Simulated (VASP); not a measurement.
# SnO2 (P4_2/mnm) in VASP: notebook

SnO2 is run at these levels: PBE; tasks: single point.

All numbers are computed with VASP 6.6.1; they aren't measurements. Logs are shortened: lines on timing, memory, paths and dates and some standing lists are left out, and cuts for length are marked.

## (1) The cell of the first run

Symmetry: P4_2/mnm, No. 136, tetragonal system. The conventional cell has a = 4.808 Å, b = 4.808 Å, c = 3.232 Å, α = 90.00°, β = 90.00°, γ = 90.00°. Sn (site symmetry mmm) has 6 O at 2.08 to 2.09 Å within 2.8 Å. Within 2.8 Å of O (site symmetry m2m) lie 3 Sn at 2.08 to 2.09 Å and 1 O at 2.63 Å.

## (2) Single point, PBE (strain +1.0%)

File INCAR:

```
SYSTEM = SnO2
  PREC = Accurate
  ENCUT = 520
  EDIFF = 1E-7
  ISMEAR = -1
  SIGMA = 0.02
  LREAL = .FALSE.
  LASPH = .TRUE.
  NELM = 80
  ALGO = Normal
  ISIF = 2
  LWAVE = .FALSE.
  LCHARG = .FALSE.
  GGA = PE
  NBANDS = 35
```

File KPOINTS:

```
Automatic mesh
0
G
  6 6 8
  0 0 0
```

File POSCAR:

```
SnO2
1.0
    4.8081794617      0.0000000000      0.0000000000
    0.0000000000      4.8081794617      0.0000000000
    0.0000000000      0.0000000000      3.2320810738
Sn O
2 4
Direct
    0.0000000000      0.0000000000      0.0000000000
    0.5000000000      0.5000000000      0.5000000000
    0.3066342608      0.3066342608      0.0000000000
    0.1933657392      0.8066342608      0.5000000000
    0.8066342608      0.1933657392      0.5000000000
    0.6933657392      0.6933657392      0.0000000000
```

Potentials or basis: VASP PAW PBE potentials, release 64 (Sn_d, O).

Started as:

```sh
$ cat potpaw_PBE.64/Sn_d/POTCAR potpaw_PBE.64/O/POTCAR > POTCAR
$ mpirun -np 1 vasp_std > vasp.out
```

OUTCAR:

```text
SYSTEM = SnO2
   PREC = Accurate
   ENCUT = 520
   EDIFF = 1E-7
   ISMEAR = -1
   LREAL = .FALSE.
   LASPH = .TRUE.
   NELM = 80
   ISIF = 2
   GGA = PE

 ion  position               nearest neighbor table
   1  0.000  0.000  0.000-   4 2.08   5 2.08   4 2.08   5 2.08   3 2.09   6 2.09
   2  0.500  0.500  0.500-   3 2.08   6 2.08   3 2.08   6 2.08   5 2.09   4 2.09
   3  0.307  0.307  0.000-   2 2.08   2 2.08   1 2.09
   4  0.193  0.807  0.500-   1 2.08   1 2.08   2 2.09
   5  0.807  0.193  0.500-   1 2.08   1 2.08   2 2.09
   6  0.693  0.693  0.000-   2 2.08   2 2.08   1 2.09

  LATTYP: Found a simple tetragonal cell.
 ALAT       =     4.8081794617
 C/A-ratio  =     0.6722047502

  Lattice vectors:

 A1 = (   4.8081794617,   0.0000000000,   0.0000000000)
 A2 = (   0.0000000000,   4.8081794617,   0.0000000000)
 A3 = (   0.0000000000,   0.0000000000,   3.2320810738)

Analysis of symmetry for initial positions (statically):
=====================================================================
 Subroutine PRICEL returns:
 Original cell was already a primitive cell.

 Routine SETGRP: Setting up the symmetry group for a
 simple tetragonal supercell.

 Subroutine GETGRP returns: Found 16 space group operations
 (whereof  8 operations were pure point group operations)
 out of a pool of 16 trial point group operations.

The static configuration has the point symmetry D_2h.
 The point group associated with its full space group is D_4h.

Analysis of symmetry for dynamics (positions and initial velocities):
=====================================================================
 Subroutine PRICEL returns:
 Original cell was already a primitive cell.

 Routine SETGRP: Setting up the symmetry group for a
 simple tetragonal supercell.

 Subroutine GETGRP returns: Found 16 space group operations
 (whereof  8 operations were pure point group operations)
 out of a pool of 16 trial point group operations.

The dynamic configuration has the point symmetry D_2h.
 The point group associated with its full space group is D_4h.

 Subroutine INISYM returns: Found 16 space group operations
 (whereof  8 operations are pure point group operations),
 and found     1 'primitive' translations

----------------------------------------------------------------------------------------

                                     Primitive cell

  volume of cell :      74.7212

  direct lattice vectors                    reciprocal lattice vectors
     4.808179462  0.000000000  0.000000000     0.207978926  0.000000000  0.000000000
     0.000000000  4.808179462  0.000000000     0.000000000  0.207978926  0.000000000
     0.000000000  0.000000000  3.232081074     0.000000000  0.000000000  0.309398179

  length of vectors
     4.808179462  4.808179462  3.232081074     0.207978926  0.207978926  0.309398179

  position of ions in fractional coordinates (direct lattice)
     0.000000000  0.000000000  0.000000000
     0.500000000  0.500000000  0.500000000
     0.306634261  0.306634261  0.000000000
     0.193365739  0.806634261  0.500000000
     0.806634261  0.193365739  0.500000000
     0.693365739  0.693365739  0.000000000

  ion indices of the primitive-cell ions
   primitive index   ion index
                 1           1
                 2           2
                 3           3
                 4           4
                 5           5
                 6           6

----------------------------------------------------------------------------------------

 KPOINTS: Automatic mesh

Automatic generation of k-mesh.
 Grid dimensions read from file:
 generate k-points for:    6    6    8

 Generating k-lattice:

  Cartesian coordinates                     Fractional coordinates (reciprocal lattice)
     0.034663154  0.000000000  0.000000000     0.166666667  0.000000000  0.000000000
     0.000000000  0.034663154  0.000000000     0.000000000  0.166666667  0.000000000
     0.000000000  0.000000000  0.038674772     0.000000000  0.000000000  0.125000000

  Length of vectors
     0.034663154  0.034663154  0.038674772

  Shift w.r.t. Gamma in fractional coordinates (k-lattice)
     0.000000000  0.000000000  0.000000000

 Subroutine IBZKPT returns following result:
 ===========================================

 Found     50 irreducible k-points:

 Following reciprocal coordinates:
            Coordinates               Weight
  0.000000  0.000000  0.000000      1.000000
  0.166667  0.000000  0.000000      4.000000
  0.333333  0.000000  0.000000      4.000000
  0.500000  0.000000  0.000000      2.000000
  0.166667  0.166667  0.000000      4.000000
  0.333333  0.166667  0.000000      8.000000
[... 16 lines left out ...]
  0.333333  0.000000  0.250000      8.000000
  0.500000  0.000000  0.250000      4.000000
 [... further k-points ...]
   k-points           NKPTS =     50   k-points in BZ     NKDIM =     50   number of bands    NBANDS=     35
   number of dos      NEDOS =    301   number of ions     NIONS =      6
   total plane-waves  NPLWV =  31104
   dimension x,y,z NGX =    36 NGY =   36 NGZ =   24
   dimension x,y,z NGXF=    72 NGYF=   72 NGZF=   48
   ions per type =               2   4
   NGX,Y,Z   is equivalent  to a cutoff of  12.45, 12.45, 12.34 a.u.
   NGXF,Y,Z  is equivalent  to a cutoff of  24.89, 24.89, 24.69 a.u.
 SYSTEM =  SnO2
   PREC   = accura    normal or accurate (medium, high low for compatibility)
   ISTART =      0    job   : 0-new  1-cont  2-samecut
   ICHARG =      2    charge: 1-file 2-atom 10-const
   ISPIN  =      1    spin polarized calculation?
   LNONCOLLINEAR =      F non collinear calculations
   LSORBIT =      F    spin-orbit coupling
   LASPH  =      T    aspherical Exc in radial PAW
   ENCUT  =  520.0 eV  38.22 Ry    6.18 a.u.   8.94  8.94  6.01*2*pi/ulx,y,z
   NELM   =     80;   NELMIN=  2; NELMDL= -5     # of ELM steps
   EDIFF  = 0.1E-06   stopping-criterion for ELM
   LREAL  =      F    real-space projection
   EDIFFG = 0.1E-05   stopping-criterion for IOM
   NSW    =      0    number of steps for IOM
   IBRION =     -1    ionic relax: 0-MD 1-quasi-New 2-CG
   NFREE  =      0    steps in history (QN), initial steepest desc. (CG)
   ISIF   =      2    stress and relaxation
   ISYM   =      2    0-nonsym 1-usesym 2-fastsym
   POTIM  = 0.5000    time-step for ionic-motion
   TEBEG  =    0.0;   TEEND  =   0.0 temperature during run
   PSTRESS=    0.0 pullay stress
   NELECT =      52.0000    total number of electrons
   NUPDOWN=      -1.0000    fix difference up-down
   EMIN   =  10.00;   EMAX   =-10.00  energy-range for DOS
   EFERMI =   0.00;   METHOD = LEGACY
   ISMEAR =    -1;   SIGMA  =   0.02  broadening in eV -4-tet -1-fermi 0-gaus
   EFERMI_NEDOS =   21; number of points for ismear=-14 and -15
   IALGO  =     38    algorithm
   IMIX   =      4    mixing-type and parameters
     AMIX     =   0.40;   BMIX     =  1.00
     AMIX_MAG =   1.60;   BMIX_MAG =  1.00
  volume/ion in A,a.u.               =      12.45        84.04
  Fermi-wavevector in a.u.,A,eV,Ry     =   1.450757  2.741534 28.636136  2.104697
  Thomas-Fermi vector in A             =   2.568333
   LORBIT       =      0    0 simple, 1 ext, 2 COOP (PROOUT), +10 PAW based schemes
   GGA     = PE    functional components
   LHFCALC =     F    Hartree Fock is set to
   AEXX    =    0.0000 exact exchange contribution
   IVDW    =     0    specifies the selected vdW correction
   LEPSILON=     F    determine dielectric tensor
   LRPA    =     F    only Hartree local field effects (RPA)
 non-spin polarized calculation
  energy-cutoff  :      520.00
  volume of cell :       74.72
 maximum number of plane-waves:      2052
 NGX is ok and might be reduce to    36
   NGX = 17   NGY = 17   NGZ = 13

 number of electron      52.0000008 magnetization

 Free energy of the ion-electron system (eV)
  ---------------------------------------------------
  ext. energy  EPLUGINS =         0.00000000
  ---------------------------------------------------
  free energy    TOTEN  =       -37.30329111 eV

  energy without entropy =      -37.30329111  energy(sigma->0) =      -37.30329111

 E-fermi :   6.0303     XC(G=0): -11.0284

 val. band max:        5.6430130215   @ k =   0.0000   0.0000   0.0000
 cond. band min:       6.4127540961   @ k =   0.0000   0.0000   0.0000
 fundamental gap:      0.7697410746
 Fermi energy:         6.0302853976

 k-point     1 :       0.0000    0.0000    0.0000
  band No.  band energies     occupation
      1     -15.4026      2.00000
      2     -14.7139      2.00000
      3     -14.5114      2.00000
      4     -14.4850      2.00000
      5     -14.4850      2.00000
      6     -14.4182      2.00000
[... 27 lines left out ...]
     34      17.2513      0.00000
     35      17.9689      0.00000

 k-point     2 :       0.1667    0.0000    0.0000
  band No.  band energies     occupation
      1     -15.3642      2.00000
      2     -14.7573      2.00000
      3     -14.5108      2.00000
      4     -14.4835      2.00000
      5     -14.4834      2.00000
      6     -14.4483      2.00000
[... 27 lines left out ...]
     34      17.3351      0.00000
     35      17.9655      0.00000

 k-point     3 :       0.3333    0.0000    0.0000
  band No.  band energies     occupation
      1     -15.2528      2.00000
      2     -14.8962      2.00000
      3     -14.5086      2.00000
      4     -14.4871      2.00000
      5     -14.4803      2.00000
      6     -14.4802      2.00000
[... 27 lines left out ...]
     34      17.6601      0.00000
     35      17.9434      0.00000
[... 723 lines left out ...]
 k-point    23 :       0.3333    0.0000    0.2500
  band No.  band energies     occupation
      1     -15.1548      2.00000
      2     -15.0281      2.00000
      3     -14.7364      2.00000
      4     -14.5460      2.00000
      5     -14.4158      2.00000
      6     -14.4094      2.00000
[... 27 lines left out ...]
     34      17.6021      0.00000
     35      17.9139      0.00000

 k-point    24 :       0.5000    0.0000    0.2500
  band No.  band energies     occupation
      1     -15.1102      2.00000
      2     -15.1102      2.00000
      3     -14.6275      2.00000
      4     -14.6275      2.00000
      5     -14.4114      2.00000
      6     -14.4114      2.00000
[... 27 lines left out ...]
     34      17.7348      0.00000
     35      17.9675      0.00000

 [... further k-points ...]
[... 5 lines left out ...]
  --------------------------------------------------------------------------------------
  -------------------------------------------------------------------------------------
  Total        1.0472362      1.0472362      1.2492086      0.0000000      0.0000000      0.0000000
  in kB       22.4549265     22.4549265     26.7856361      0.0000000      0.0000000      0.0000000
  external PRESSURE =      23.8984963 kB  Pullay stress =       0.0000000 kB

 VOLUME and BASIS-vectors are now :
 -----------------------------------------------------------------------------
  energy-cutoff  :      520.00
  volume of cell :       74.72
      direct lattice vectors                 reciprocal lattice vectors
     4.808179462  0.000000000  0.000000000     0.207978926  0.000000000  0.000000000
     0.000000000  4.808179462  0.000000000     0.000000000  0.207978926  0.000000000
     0.000000000  0.000000000  3.232081074     0.000000000  0.000000000  0.309398179

 POSITION                                       TOTAL-FORCE (eV/Angst)
 -----------------------------------------------------------------------------------
      0.00000      0.00000      0.00000         0.000000      0.000000      0.000000
      2.40409      2.40409      1.61604         0.000000      0.000000      0.000000
      1.47435      1.47435      0.00000        -0.038537     -0.038537      0.000000
      0.92974      3.87844      1.61604         0.038537     -0.038537      0.000000
      3.87844      0.92974      1.61604        -0.038537      0.038537     -0.000000
      3.33383      3.33383      0.00000         0.038537      0.038537     -0.000000
 -----------------------------------------------------------------------------------
    total drift:                                0.000000      0.000000      0.000000

  FREE ENERGIE OF THE ION-ELECTRON SYSTEM (eV)
  ---------------------------------------------------
  free  energy   TOTEN  =       -37.3032911092 eV

  energy  without entropy=      -37.3032911092  energy(sigma->0) =      -37.30329111
```

It took 46 s on 1 thread of Intel Xeon 6975P-C (Granite Rapids), shared host; peak memory 0.24 GiB.

What came out:

```yaml
Free_energy: -37.3033 eV
Pressure: 2.4 GPa
Largest_force: 0.054 eV/Å
Band_gap_on_the_k_mesh: 0.77 eV, direct
```

Forces in eV/Å, atoms in the order of the input:
```
Sn   0.000  0.000  0.000
Sn   0.000  0.000  0.000
O   -0.039 -0.039  0.000
O    0.039 -0.039  0.000
O   -0.039  0.039  0.000
O    0.039  0.039  0.000
```

Stress tensor (GPa, compression positive):
```
2.25 0.00 0.00
0.00 2.25 0.00
0.00 0.00 2.68
```

Caveat: the cell differs from its parent crystal (strain +1.0%); spin-orbit coupling is left out, which moves the levels of the heavy elements.

## (3) Single point, PBE (strain +2.0%)

File INCAR:

```
SYSTEM = SnO2
PREC = Accurate
ENCUT = 520
EDIFF = 1E-6
ISMEAR = -1
SIGMA = 0.02
LREAL = .False.
LASPH = .True.
NELM = 80
ALGO = Normal
ISIF = 2
LWAVE = .False.
LCHARG = .True.
GGA = PE
LELF = .True.
LVHAR = .True.
NBANDS = 35
```

File KPOINTS:

```
Automatic mesh
0
Gamma
  6 6 8
  0 0 0
```

File POSCAR:

```
SnO2
1.0
    4.8557851990      0.0000000000      0.0000000000
    0.0000000000      4.8557851990      0.0000000000
    0.0000000000      0.0000000000      3.2640818765
Sn O
2 4
Direct
    0.0000000000      0.0000000000      0.0000000000
    0.5000000000      0.5000000000      0.5000000000
    0.3074420666      0.3074420666      0.0000000000
    0.1925579334      0.8074420666      0.5000000000
    0.8074420666      0.1925579334      0.5000000000
    0.6925579334      0.6925579334      0.0000000000
```

Potentials or basis: VASP PAW PBE potentials, release 64 (Sn_d, O).

Started as:

```sh
$ cat potpaw_PBE.64/Sn_d/POTCAR potpaw_PBE.64/O/POTCAR > POTCAR
$ mpirun -np 1 vasp_std > vasp.out
```

It took 38 s on 1 thread of Intel Xeon 6975P-C (Granite Rapids), shared host; peak memory 0.24 GiB.

Results (log left out):

* Free energy: -37.3016 eV
* Pressure: -2.7 GPa
* Largest force: 0.059 eV/Å
* Band gap on the k mesh: 0.47 eV, direct

Forces in eV/Å, atoms in the order of the input:
```
Sn   0.000  0.000  0.000
Sn   0.000  0.000  0.000
O   -0.042 -0.042  0.000
O    0.042 -0.042  0.000
O   -0.042  0.042  0.000
O    0.042  0.042  0.000
```

Stress tensor (GPa, compression positive):
```
-2.38  0.00  0.00
 0.00 -2.38  0.00
 0.00  0.00 -3.46
```

Levels at points of the mesh, in eV from the valence-band top:
```tsv
k point	band 24	band 25	band 26	band 27	band 28	band 29
(0.00, 0.00, 0.00)	-0.72	-0.72	0.00	0.47	5.46	5.95
(0.50, 0.00, 0.00)	-1.21	-0.60	-0.60	3.68	3.68	6.67
(0.50, 0.50, 0.00)	-1.33	-0.83	-0.83	4.04	4.04	6.99
(0.00, 0.00, 0.50)	-1.47	-1.16	-1.16	5.38	5.38	9.24
(0.50, 0.00, 0.50)	-0.98	-0.75	-0.75	5.64	5.64	7.46
(0.50, 0.50, 0.50)	-0.91	-0.75	-0.75	4.21	4.21	8.48
```

Caveat: the cell differs from its parent crystal (strain +2.0%); spin-orbit coupling is left out, which moves the levels of the heavy elements.

## (4) Single point, PBE (strain +3.0%)

File INCAR:

```
PREC     = Accurate       # precision mode
ENCUT    = 520            # plane-wave cutoff, eV
EDIFF    = 1E-6           # SCF threshold, eV
ISMEAR   = -1             # smearing method
SIGMA    = 0.02           # smearing width, eV
LREAL    = False          # projectors in reciprocal space
LASPH    = True           # aspherical terms in the spheres
NELM     = 100            # most SCF steps
ALGO     = Normal         # electronic algorithm
ISIF     = 2              # what is computed and relaxed
LWAVE    = False          # write WAVECAR
LCHARG   = False          # write CHGCAR
GGA      = PE             # functional
NBANDS   = 35             # bands
```

File KPOINTS:

```
Automatic mesh
0
Gamma
  6 6 8
```

File POSCAR:

```
SnO2
1.0
    4.9033909362      0.0000000000      0.0000000000
    0.0000000000      4.9033909362      0.0000000000
    0.0000000000      0.0000000000      3.2960826792
Sn O
2 4
Direct
    0.0000000000      0.0000000000      0.0000000000
    0.5000000000      0.5000000000      0.5000000000
    0.3083375843      0.3083375843      0.0000000000
    0.1916624157      0.8083375843      0.5000000000
    0.8083375843      0.1916624157      0.5000000000
    0.6916624157      0.6916624157      0.0000000000
```

Started as:

```sh
$ cat potpaw_PBE.64/Sn_d/POTCAR potpaw_PBE.64/O/POTCAR > POTCAR
$ mpirun -np 1 vasp_std > vasp.out
```

Run time: 46 s. Hardware: 1 thread of Intel Xeon 6975P-C (Granite Rapids), shared host; peak memory 0.24 GiB.

The run converged. Its results:

```yaml
Free_energy: -37.2319 eV
Pressure: -7.1 GPa
Largest_force: 0.066 eV/Å
Band_gap_on_the_k_mesh: 0.19 eV, direct
```

Forces in eV/Å, atoms in the order of the input:
```
Sn   0.000  0.000  0.000
Sn   0.000  0.000  0.000
O   -0.046 -0.046  0.000
O    0.046 -0.046  0.000
O   -0.046  0.046  0.000
O    0.046  0.046  0.000
```

Stress tensor (GPa, compression positive):
```
-6.25  0.00  0.00
 0.00 -6.25  0.00
 0.00  0.00 -8.80
```

Levels at points of the mesh, in eV from the valence-band top:
```csv
k point,band 22,band 23,band 24,band 25,band 26,band 27,band 28,band 29,band 30,band 31
"(0.00, 0.00, 0.00)",-1.27,-1.27,-0.69,-0.69,0.00,0.19,5.16,5.80,5.80,9.76
"(0.50, 0.00, 0.00)",-1.79,-1.22,-1.22,-0.58,-0.58,3.40,3.40,6.49,6.49,9.85
"(0.50, 0.50, 0.00)",-1.73,-1.33,-1.33,-0.79,-0.79,3.73,3.73,6.78,6.78,9.98
"(0.00, 0.00, 0.50)",-2.47,-1.40,-1.40,-1.12,-1.12,5.09,5.09,9.04,9.04,9.86
"(0.50, 0.00, 0.50)",-1.58,-0.94,-0.94,-0.76,-0.76,5.34,5.34,7.23,7.23,10.12
"(0.50, 0.50, 0.50)",-2.42,-0.89,-0.89,-0.72,-0.72,3.98,3.98,8.28,8.28,10.11
```

Caveat: the cell differs from its parent crystal (strain +3.0%); spin-orbit coupling is left out, which moves the levels of the heavy elements.

## (5) Summary

| cell | gap on the mesh (eV) | pressure (GPa) | largest force (eV/Å) |
| --- | --- | --- | --- |
| a = 4.808, b = 4.808, c = 3.232 Å, 6 atoms | 0.77 | 2.4 | 0.05 |
| a = 4.856, b = 4.856, c = 3.264 Å, 6 atoms | 0.47 | -2.7 | 0.06 |
| a = 4.903, b = 4.903, c = 3.296 Å, 6 atoms | 0.19 | -7.1 | 0.07 |

Alike in all rows: task single point; level PBE; potentials or basis VASP PAW PBE potentials, release 64 (Sn_d, O); no spin polarisation; k mesh 6 × 6 × 8; cutoff (eV) 520; smearing fermi-dirac 0.02 eV.

Caveats: spin-orbit coupling is left out, which moves the levels of the heavy elements.

Total energies depend on the potentials used, so only differences within one code and one set of settings carry meaning.
